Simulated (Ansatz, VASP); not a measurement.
ZnBrF in VASP and in Ansatz

```xyz
6
Lattice="3.5246 0.0000 0.0000 0.0000 3.5246 0.0000 0.0000 0.0000 4.9845" Properties=species:S:1:pos:R:3 pbc="T T T"
Zn    1.7623    0.0000    3.7384
Zn    0.0000    1.7623    1.2461
Br    1.7623    1.7623    2.4922
Br    0.0000    0.0000    2.4922
F     0.0000    0.0000    0.0000
F     1.7623    1.7623    0.0000
```

Alike in both runs: task relaxation of cell and atoms; functional PBE; k mesh 6 × 6 × 4; occupations gaussian, width 0.1 eV; no spin polarisation.

|  | VASP | Ansatz |
| --- | --- | --- |
| version | VASP 6.6.1 | Ansatz 0.2.0 |
| potentials or method | VASP PAW PBE potentials, release 64 (Zn, Br, F_h), cutoff 1350 eV | scalar-relativistic, plane waves, PAW |
| valence electrons in the cell | 52 | 52 |

```tsv
	VASP	Ansatz	Ansatz less VASP
gap on the k mesh at the Fermi level, each at its own relaxed structure (eV)	none	none	-
relaxed volume (Å³/atom)	18.32	18.28	-0.045
relaxed length of the cell vector where the two differ most in proportion (Å)	5.811	5.799	-0.0116
```

A gap of «none» marks a metal or a gap that the smearing closes.

Noted on VASP's run: the volume moved by over 15 % at a fixed basis, so the end points are rough.
